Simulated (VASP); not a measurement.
# MoS2 (P6_3/mmc) in VASP: further runs

Runs on MoS2. Level: PBE+D4. Tasks: single point.

All numbers are computed with VASP 6.6.1; they aren't measurements. Logs are shortened: lines on timing, memory, paths and dates and some standing lists are left out, and cuts for length are marked.

**The experiment to reproduce.**

From “Multiwavelength excitation Raman Scattering Analysis of bulk and 2 dimensional MoS2: Vibrational properties of atomically thin MoS2 layers”, 2015, arxiv:1506.03228, for a bulk crystal of MoS2 at 300 K: band gap 1.3 eV (indirect).

The runs below are set against these values where they give the same quantity.

## (1) The cell of the first run

Symmetry: P6_3/mmc, No. 194, hexagonal system. Conventional cell: a = 3.169 Å, b = 3.169 Å, c = 12.324 Å, α = 90.00°, β = 90.00°, γ = 120.00°. Mo (site symmetry -6m2) has 6 S at 2.41 Å and 6 Mo at 3.17 Å within 3.2 Å. Within 3.2 Å of S (site symmetry 3m) lie 3 Mo at 2.41 Å and 7 S at 3.13 to 3.17 Å.

## (2) Single point, PBE+D4

File INCAR:

```
SYSTEM = MoS2
  PREC = Accurate
  ENCUT = 520
  EDIFF = 1E-6
  ISMEAR = 0
  SIGMA = 0.1
  LREAL = .False.
  LASPH = .True.
  NELM = 80
  ALGO = Normal
  ISIF = 2
  LWAVE = .False.
  LCHARG = .False.
  GGA = PE
  IVDW = 13
  NBANDS = 35
```

File KPOINTS:

```
Automatic mesh
0
Gamma
  6 6 2
  0 0 0
```

File POSCAR:

```
MoS2
1.0
    3.1690000000      0.0000000000      0.0000000000
   -1.5845000000      2.7444345046      0.0000000000
    0.0000000000      0.0000000000     12.3240000000
Mo S
2 4
Direct
    0.3333333333      0.6666666667      0.2500000000
    0.6666666667      0.3333333333      0.7500000000
    0.3333333333      0.6666666667      0.6230000000
    0.6666666667      0.3333333333      0.1230000000
    0.3333333333      0.6666666667      0.8770000000
    0.6666666667      0.3333333333      0.3770000000
```

Potentials or basis: VASP PAW PBE potentials, release 64 (Mo_sv, S).

Started as:

```sh
> cat potpaw_PBE.64/Mo_sv/POTCAR potpaw_PBE.64/S/POTCAR > POTCAR
> mpirun -np 1 vasp_std > vasp.out
```

OUTCAR:

```text
SYSTEM = MoS2
   PREC = Accurate
   ENCUT = 520
   EDIFF = 1E-6
   ISMEAR = 0
   LREAL = .False.
   LASPH = .True.
   NELM = 80
   ISIF = 2
   GGA = PE
   IVDW = 13

 ion  position               nearest neighbor table
   1  0.333  0.667  0.250-   4 2.41   6 2.41   4 2.41   6 2.41   4 2.41   6 2.41
   2  0.667  0.333  0.750-   3 2.41   5 2.41   3 2.41   5 2.41   3 2.41   5 2.41
   3  0.333  0.667  0.623-   2 2.41   2 2.41   2 2.41
   4  0.667  0.333  0.123-   1 2.41   1 2.41   1 2.41
   5  0.333  0.667  0.877-   2 2.41   2 2.41   2 2.41
   6  0.667  0.333  0.377-   1 2.41   1 2.41   1 2.41

  LATTYP: Found a hexagonal cell.
 ALAT       =     3.1690000000
 C/A-ratio  =     3.8889239508

  Lattice vectors:

 A1 = (   3.1690000000,   0.0000000000,   0.0000000000)
 A2 = (  -1.5845000000,   2.7444345046,   0.0000000000)
 A3 = (   0.0000000000,   0.0000000000,  12.3240000000)

Analysis of symmetry for initial positions (statically):
=====================================================================
 Subroutine PRICEL returns:
 Original cell was already a primitive cell.

 Routine SETGRP: Setting up the symmetry group for a
 hexagonal supercell.

 Subroutine GETGRP returns: Found 24 space group operations
 (whereof 12 operations were pure point group operations)
 out of a pool of 24 trial point group operations.

The static configuration has the point symmetry D_3d.
 The point group associated with its full space group is D_6h.

Analysis of symmetry for dynamics (positions and initial velocities):
=====================================================================
 Subroutine PRICEL returns:
 Original cell was already a primitive cell.

 Routine SETGRP: Setting up the symmetry group for a
 hexagonal supercell.

 Subroutine GETGRP returns: Found 24 space group operations
 (whereof 12 operations were pure point group operations)
 out of a pool of 24 trial point group operations.

The dynamic configuration has the point symmetry D_3d.
 The point group associated with its full space group is D_6h.

 Subroutine INISYM returns: Found 24 space group operations
 (whereof 12 operations are pure point group operations),
 and found     1 'primitive' translations

----------------------------------------------------------------------------------------

                                     Primitive cell

  volume of cell :     107.1832

  direct lattice vectors                    reciprocal lattice vectors
     3.169000000  0.000000000  0.000000000     0.315556958  0.182186895  0.000000000
    -1.584500000  2.744434505  0.000000000     0.000000000  0.364373789  0.000000000
     0.000000000  0.000000000 12.324000000     0.000000000  0.000000000  0.081142486

  length of vectors
     3.169000000  3.169000000 12.324000000     0.364373789  0.364373789  0.081142486

  position of ions in fractional coordinates (direct lattice)
     0.333333333  0.666666667  0.250000000
     0.666666667  0.333333333  0.750000000
     0.333333333  0.666666667  0.623000000
     0.666666667  0.333333333  0.123000000
     0.333333333  0.666666667  0.877000000
     0.666666667  0.333333333  0.377000000

  ion indices of the primitive-cell ions
   primitive index   ion index
                 1           1
                 2           2
                 3           3
                 4           4
                 5           5
                 6           6

----------------------------------------------------------------------------------------

 KPOINTS: Automatic mesh

Automatic generation of k-mesh.
 Grid dimensions read from file:
 generate k-points for:    6    6    2

 Generating k-lattice:

  Cartesian coordinates                     Fractional coordinates (reciprocal lattice)
     0.052592826  0.030364482  0.000000000     0.166666667  0.000000000  0.000000000
     0.000000000  0.060728965  0.000000000     0.000000000  0.166666667  0.000000000
     0.000000000  0.000000000  0.040571243     0.000000000  0.000000000  0.500000000

  Length of vectors
     0.060728965  0.060728965  0.040571243

  Shift w.r.t. Gamma in fractional coordinates (k-lattice)
     0.000000000  0.000000000  0.000000000

 Subroutine IBZKPT returns following result:
 ===========================================

 Found     14 irreducible k-points:

 Following reciprocal coordinates:
            Coordinates               Weight
  0.000000  0.000000  0.000000      1.000000
  0.166667 -0.000000  0.000000      6.000000
  0.333333 -0.000000  0.000000      6.000000
  0.500000 -0.000000  0.000000      3.000000
  0.166667  0.166667  0.000000      6.000000
  0.333333  0.166667  0.000000     12.000000
  0.333333  0.333333  0.000000      2.000000
  0.000000  0.000000  0.500000      1.000000
  0.166667 -0.000000  0.500000      6.000000
  0.333333 -0.000000  0.500000      6.000000
  0.500000 -0.000000  0.500000      3.000000
  0.166667  0.166667  0.500000      6.000000
  0.333333  0.166667  0.500000     12.000000
  0.333333  0.333333  0.500000      2.000000
   k-points           NKPTS =     14   k-points in BZ     NKDIM =     14   number of bands    NBANDS=     35
   number of dos      NEDOS =    301   number of ions     NIONS =      6
   total plane-waves  NPLWV =  55296
   dimension x,y,z NGX =    24 NGY =   24 NGZ =   96
   dimension x,y,z NGXF=    48 NGYF=   48 NGZF=  192
   ions per type =               2   4
   NGX,Y,Z   is equivalent  to a cutoff of  12.59, 12.59, 12.95 a.u.
   NGXF,Y,Z  is equivalent  to a cutoff of  25.18, 25.18, 25.90 a.u.
 SYSTEM =  MoS2
   PREC   = accura    normal or accurate (medium, high low for compatibility)
   ISTART =      0    job   : 0-new  1-cont  2-samecut
   ICHARG =      2    charge: 1-file 2-atom 10-const
   ISPIN  =      1    spin polarized calculation?
   LNONCOLLINEAR =      F non collinear calculations
   LSORBIT =      F    spin-orbit coupling
   LASPH  =      T    aspherical Exc in radial PAW
   ENCUT  =  520.0 eV  38.22 Ry    6.18 a.u.   5.89  5.89 22.91*2*pi/ulx,y,z
   NELM   =     80;   NELMIN=  2; NELMDL= -5     # of ELM steps
   EDIFF  = 0.1E-05   stopping-criterion for ELM
   LREAL  =      F    real-space projection
   EDIFFG = 0.1E-04   stopping-criterion for IOM
   NSW    =      0    number of steps for IOM
   IBRION =     -1    ionic relax: 0-MD 1-quasi-New 2-CG
   NFREE  =      0    steps in history (QN), initial steepest desc. (CG)
   ISIF   =      2    stress and relaxation
   ISYM   =      2    0-nonsym 1-usesym 2-fastsym
   POTIM  = 0.5000    time-step for ionic-motion
   TEBEG  =    0.0;   TEEND  =   0.0 temperature during run
   PSTRESS=    0.0 pullay stress
   NELECT =      52.0000    total number of electrons
   NUPDOWN=      -1.0000    fix difference up-down
   EMIN   =  10.00;   EMAX   =-10.00  energy-range for DOS
   EFERMI =   0.00;   METHOD = LEGACY
   ISMEAR =     0;   SIGMA  =   0.10  broadening in eV -4-tet -1-fermi 0-gaus
   EFERMI_NEDOS =   21; number of points for ismear=-14 and -15
   IALGO  =     38    algorithm
   IMIX   =      4    mixing-type and parameters
     AMIX     =   0.40;   BMIX     =  1.00
     AMIX_MAG =   1.60;   BMIX_MAG =  1.00
  volume/ion in A,a.u.               =      17.86       120.55
  Fermi-wavevector in a.u.,A,eV,Ry     =   1.286373  2.430893 22.514325  1.654756
  Thomas-Fermi vector in A             =   2.418452
   LORBIT       =      0    0 simple, 1 ext, 2 COOP (PROOUT), +10 PAW based schemes
   GGA     = PE    functional components
   LHFCALC =     F    Hartree Fock is set to
   AEXX    =    0.0000 exact exchange contribution
   IVDW    =    13    specifies the selected vdW correction
   LEPSILON=     F    determine dielectric tensor
   LRPA    =     F    only Hartree local field effects (RPA)
 non-spin polarized calculation
 Gauss-broadening in eV      SIGMA  =   0.10
  energy-cutoff  :      520.00
  volume of cell :      107.18
 maximum number of plane-waves:      2908
 NGX is ok and might be reduce to    24
   NGX = 11   NGY = 11   NGZ = 45

 number of electron      51.9999997 magnetization

 Free energy of the ion-electron system (eV)
  ---------------------------------------------------
  ext. energy  EPLUGINS =         0.00000000
  ---------------------------------------------------
  free energy    TOTEN  =       -43.61355926 eV

  energy without entropy =      -43.61355926  energy(sigma->0) =      -43.61355926

 E-fermi :   7.9028     XC(G=0): -10.8173

 val. band max:        7.4838287295   @ k =   0.0000   0.0000   0.0000
 cond. band min:       8.3838649743   @ k =   0.1667   0.1667   0.0000
 fundamental gap:      0.9000362448
 Fermi energy:         7.9028245246

 k-point     1 :       0.0000    0.0000    0.0000
  band No.  band energies     occupation
      1     -54.0191      2.00000
      2     -54.0191      2.00000
      3     -28.1704      2.00000
      4     -28.1703      2.00000
      5     -27.9479      2.00000
      6     -27.9479      2.00000
[... 27 lines left out ...]
     34       9.9301      0.00000
     35      13.0544      0.00000

 k-point     2 :       0.1667   -0.0000    0.0000
  band No.  band energies     occupation
      1     -54.0092      2.00000
      2     -54.0092      2.00000
      3     -28.1509      2.00000
      4     -28.1508      2.00000
      5     -28.0468      2.00000
      6     -28.0468      2.00000
[... 27 lines left out ...]
     34      10.2694      0.00000
     35      14.5466      0.00000

 k-point     3 :       0.3333   -0.0000    0.0000
  band No.  band energies     occupation
      1     -53.9894      2.00000
      2     -53.9894      2.00000
      3     -28.2401      2.00000
      4     -28.2401      2.00000
      5     -28.1118      2.00000
      6     -28.1117      2.00000
[... 27 lines left out ...]
     34      11.0935      0.00000
     35      14.1535      0.00000
[... 343 lines left out ...]
 k-point    13 :       0.3333    0.1667    0.5000
  band No.  band energies     occupation
      1     -53.9794      2.00000
      2     -53.9794      2.00000
      3     -28.2864      2.00000
      4     -28.2864      2.00000
      5     -28.0921      2.00000
      6     -28.0921      2.00000
[... 27 lines left out ...]
     34      11.3040      0.00000
     35      14.0543      0.00000

 k-point    14 :       0.3333    0.3333    0.5000
  band No.  band energies     occupation
      1     -53.9745      2.00000
      2     -53.9745      2.00000
      3     -28.2392      2.00000
      4     -28.2392      2.00000
      5     -28.1953      2.00000
      6     -28.1953      2.00000
[... 27 lines left out ...]
     34      11.6753      0.00000
     35      14.1710      0.00000

------------------------ aborting loop because EDIFF is reached ----------------------------------------

  DFT-D4 for vdW energy calculation

  Edisp (eV):   -2.54698

  FORCE on cell =-STRESS in cart. coord.  units (eV):
  Direction    XX          YY          ZZ          XY          YZ          ZX
  --------------------------------------------------------------------------------------
  -------------------------------------------------------------------------------------
  Total      -1.21040    -1.21040    -1.04414     0.00000     0.00000     0.00000
  in kB     -18.09303   -18.09303   -15.60784     0.00000     0.00000     0.00000
  external pressure =      -17.26 kB  Pullay stress =        0.00 kB

 VOLUME and BASIS-vectors are now :
 -----------------------------------------------------------------------------
  energy-cutoff  :      520.00
  volume of cell :      107.18
      direct lattice vectors                 reciprocal lattice vectors
     3.169000000  0.000000000  0.000000000     0.315556958  0.182186895  0.000000000
    -1.584500000  2.744434505  0.000000000     0.000000000  0.364373789  0.000000000
     0.000000000  0.000000000 12.324000000     0.000000000  0.000000000  0.081142486

 POSITION                                       TOTAL-FORCE (eV/Angst)
 -----------------------------------------------------------------------------------
     -0.00000      1.82962      3.08100         0.000000      0.000000     -0.000000
      1.58450      0.91481      9.24300        -0.000000     -0.000000     -0.000000
     -0.00000      1.82962      7.67785        -0.000000     -0.000000      0.092846
      1.58450      0.91481      1.51585        -0.000000      0.000000      0.092846
     -0.00000      1.82962     10.80815         0.000000     -0.000000     -0.092846
      1.58450      0.91481      4.64615        -0.000000      0.000000     -0.092846
 -----------------------------------------------------------------------------------
    total drift:                               -0.000000      0.000000     -0.000000

  FREE ENERGIE OF THE ION-ELECTRON SYSTEM (eV)
  ---------------------------------------------------
  free  energy   TOTEN  =       -46.1605423533 eV

  energy  without entropy=      -46.1605423533  energy(sigma->0) =      -46.16054235
```

It took 77 s on 1 thread of Intel Xeon 8259CL, shared host; peak memory 0.23 GiB.

Results:

```yaml
Free_energy: -46.1605 eV
Pressure: -1.7 GPa
Largest_force: 0.093 eV/Å
Band_gap_on_the_k_mesh: 0.90 eV (least direct gap 1.66 eV)
Dispersion_energy_per_atom: -0.424 eV
```

Forces in eV/Å, atoms in the order of the input:
```
Mo   0.000  0.000  0.000
Mo   0.000  0.000  0.000
S    0.000  0.000  0.093
S    0.000  0.000  0.093
S    0.000  0.000 -0.093
S    0.000  0.000 -0.093
```

Levels at points of the mesh, in eV from the valence-band top:
```
           k point  band 22  band 23  band 24  band 25  band 26  band 27  band 28  band 29  band 30  band 31
(0.00, 0.00, 0.00)    -2.12    -2.12    -1.18    -1.14     0.00     2.11     2.11     2.14     2.14     2.27
(0.50, 0.00, 0.00)    -2.48    -1.72    -1.52    -1.39    -1.26     1.62     1.66     2.01     2.27     2.87
(0.00, 0.00, 0.50)    -2.14    -2.14    -2.14    -0.26    -0.26     2.12     2.12     2.12     2.12     2.37
(0.50, 0.00, 0.50)    -2.62    -1.62    -1.62    -1.32    -1.32     1.64     1.64     2.15     2.15     3.24
```

## (3) Single point, PBE+D4

This run uses another cell than the first one, of 17.46 Å³/atom.

File INCAR:

```
SYSTEM = MoS2
PREC = Accurate ; ENCUT = 520
EDIFF = 1E-6 ; ISMEAR = 0
SIGMA = 0.02 ; LREAL = .FALSE.
LASPH = .TRUE. ; NELM = 80
ALGO = Normal ; ISIF = 2
LWAVE = .FALSE. ; LCHARG = .TRUE.
GGA = PE ; IVDW = 13
LELF = .TRUE. ; LVHAR = .TRUE.
NBANDS = 35
```

File KPOINTS:

```
Automatic mesh
0
G
  12 12 4
  0 0 0
```

File POSCAR:

```
MoS2
1.0
    3.1537492211      0.0000000000      0.0000000000
   -1.5768746105      2.7312269426      0.0000000000
    0.0000000000      0.0000000000     12.1630807228
Mo S
2 4
Direct
    0.3333333333      0.6666666667      0.2500000000
    0.6666666667      0.3333333333      0.7500000000
    0.3333333333      0.6666666667      0.6213732836
    0.6666666667      0.3333333333      0.1213732836
    0.3333333333      0.6666666667      0.8786267164
    0.6666666667      0.3333333333      0.3786267164
```

Potentials or basis: VASP PAW PBE potentials, release 64 (Mo_sv, S).

Started as:

```sh
> cat potpaw_PBE.64/Mo_sv/POTCAR potpaw_PBE.64/S/POTCAR > POTCAR
> mpirun -np 1 vasp_std > vasp.out
```

Wall time 4.4 min (1 thread of Intel Xeon 8259CL, shared host); peak memory 0.32 GiB.

Results (log left out):

| Quantity | Value |
| --- | --- |
| Free energy | -46.1699 eV |
| Pressure | -0.1 GPa |
| Largest force | 0.020 eV/Å |
| Band gap on the k mesh | 0.83 eV (least direct gap 1.69 eV) |
| Dispersion energy per atom | -0.434 eV |

Forces in eV/Å, atoms in the order of the input:
```
Mo   0.000  0.000  0.000
Mo   0.000  0.000  0.000
S    0.000  0.000  0.020
S    0.000  0.000  0.020
S    0.000  0.000 -0.020
S    0.000  0.000 -0.020
```

Levels at points of the mesh, in eV from the valence-band top:
```
           k point  band 24  band 25  band 26  band 27  band 28  band 29
(0.00, 0.00, 0.00)    -1.23    -1.14     0.00     2.10     2.10     2.14
(0.50, 0.00, 0.00)    -1.52    -1.46    -1.31     1.62     1.68     2.01
(0.00, 0.00, 0.50)    -2.17    -0.27    -0.27     2.11     2.11     2.11
(0.50, 0.00, 0.50)    -1.64    -1.37    -1.37     1.65     1.65     2.17
```

## (4) Against experiment

Step 3. Measured gap of MoS2: 1.3 eV (indirect; 300 K; “Multiwavelength excitation Raman Scattering Analysis of bulk and 2 dimensional MoS2: Vibrational properties of atomically thin MoS2 layers”, 2015, arxiv:1506.03228). This calculation gives 0.83 eV (-0.47 eV). Spin-orbit coupling on Mo is left out. The value is that of PBE+D4 on a finite k mesh, which can miss the band edges, without temperature or zero-point motion. Semilocal functionals fall short of measured gaps as a rule.
